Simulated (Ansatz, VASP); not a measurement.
# Two plane-wave programs on ZrB

INCAR

```
PREC     = Accurate       # precision mode
ENCUT    = 520            # plane-wave cutoff, eV
EDIFF    = 1E-6           # SCF threshold, eV
ISMEAR   = 0              # smearing method
SIGMA    = 0.15           # smearing width, eV
LREAL    = F              # projectors in reciprocal space
LASPH    = T              # aspherical terms in the spheres
NELM     = 100            # most SCF steps
ALGO     = Normal         # electronic algorithm
ISIF     = 2              # what is computed and relaxed
LWAVE    = F              # write WAVECAR
LCHARG   = F              # write CHGCAR
GGA      = PS             # functional
NBANDS   = 14             # bands
```

KPOINTS

```
regular mesh
0
Gamma
  18 18 18
```

File POSCAR:

```
ZrB
1.0
    0.0000000000      2.3976562500      2.3976562500
    2.3250000000      0.0726562500      2.3250000000
    2.3250000000      2.3250000000      0.0726562500
Zr B
1 1
Direct
    0.0000000000      0.0000000000      0.0000000000
    0.5000000000      0.5000000000      0.5000000000
```

Input for Ansatz:

```yaml
crystal:
  lattice:
    - [0.0, 2.39765625, 2.39765625]
    - [2.325, 0.07265625, 2.325]
    - [2.325, 2.325, 0.07265625]
  atoms:
    - { symbol: Zr, position: [0.0, 0.0, 0.0] }
    - { symbol: B, position: [0.5, 0.5, 0.5] }
basis:
  ecutwfc: 420
kpoints:
  mp_grid: { grid: [18, 18, 18] }
hamiltonian:
  xc: pbesol
scf:
  occupations: { method: gaussian, width: 0.15 }
output:
  forces: true
  stress: true
  eigenvalues: true
```

Change from the starting cell: strain +0.0625 x Voigt [0, 0, 0, 1, 0, 0], atoms carried along.

Alike in both runs: task single point; functional PBEsol; k mesh 18 × 18 × 18; occupations gaussian, width 0.15 eV; no spin polarisation.

```csv
,VASP,Ansatz
version,VASP 6.6.1,Ansatz 0.2.0
potentials or method,"VASP PAW PBE potentials, release 64 (Zr_sv, B), cutoff 520 eV","scalar-relativistic, plane waves, PAW"
valence electrons in the cell,15,15
```

|  | VASP | Ansatz | Ansatz less VASP |
| --- | --- | --- | --- |
| gap on the k mesh at the Fermi level (eV) | none | none | - |
| pressure (GPa) | 29.9 | 29.6 | -0.31 |
| traceless stress, the component that is largest in VASP (GPa) | -3.58 | -3.59 | -0.014 |

VASP's potentials were made for PBE, not for PBEsol. A gap of «none» marks a metal or a gap that the smearing closes. Both programs put the cell under a high pressure, so it lies far from rest at this level.
